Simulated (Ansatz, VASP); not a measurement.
# Two plane-wave programs on Au

Contents of POSCAR:

```
Au
1.0
    2.6571534921      0.0000000000      0.0000000000
   -1.3285767460      2.3011624259      0.0000000000
    0.0000000000      0.0000000000      5.8127555150
Au
2
Direct
    0.3333333333      0.6666666667      0.7500000000
    0.6666666667      0.3333333333      0.2500000000
```

INCAR.step1

```
PREC = Accurate
ENCUT = 520
ISMEAR = 0
SIGMA = 0.15
LREAL = F
LASPH = T
NELM = 80
NBANDS = 18
GGA = PE
ALGO = Normal
EDIFF = 1E-4
LWAVE = T
LCHARG = F
```

File INCAR.step2:

```
PREC = Accurate
ENCUT = 520
EDIFF = 1E-6
ISMEAR = 0
SIGMA = 0.15
LREAL = F
LASPH = T
NELM = 80
ALGO = Normal
ISIF = 2
LWAVE = F
LCHARG = F
METAGGA = R2SCAN
LMIXTAU = T
NBANDS = 18
ISTART = 1
```

The input KPOINTS:

```
regular mesh
0
Gamma
  24 24 12
```

Input for Ansatz:

```yaml
crystal:
  lattice:
    - [2.6571534921, 0.0, 0.0]
    - [-1.328576746, 2.3011624259, 0.0]
    - [0.0, 0.0, 5.812755515]
  atoms:
    - { symbol: Au, position: [0.3333333333, 0.6666666667, 0.75] }
    - { symbol: Au, position: [0.6666666667, 0.3333333333, 0.25] }
basis:
  ecutwfc: 500
kpoints:
  mp_grid: { grid: [24, 24, 12] }
hamiltonian:
  xc: r2scan
scf:
  occupations: { method: gaussian, width: 0.15 }
output:
  forces: true
  stress: true
  eigenvalues: true
```

Alike in both runs: task single point; functional r2SCAN; k mesh 24 × 24 × 12; occupations gaussian, width 0.15 eV; no spin polarisation.

```csv
,VASP,Ansatz
version,VASP 6.6.1,Ansatz 0.2.0
potentials or method,"VASP PAW PBE potentials, release 64 (Au), cutoff 520 eV","scalar-relativistic, plane waves, PAW"
valence electrons in the cell,22,38
```

|  | VASP | Ansatz | Ansatz less VASP |
| --- | --- | --- | --- |
| gap on the k mesh at the Fermi level (eV) | none | none | - |
| pressure (GPa) | 16.3 | 15.8 | -0.42 |
| traceless stress, the component that is largest in VASP (GPa) | -15.37 | -15.03 | +0.344 |

VASP's potentials were made for PBE, not for r2SCAN. A gap of «none» marks a metal or a gap that the smearing closes. VASP's potentials hold 22 valence electrons a cell and Ansatz's 38, so a difference there can come from the potentials and not from the codes.

Spin-orbit coupling is off throughout.
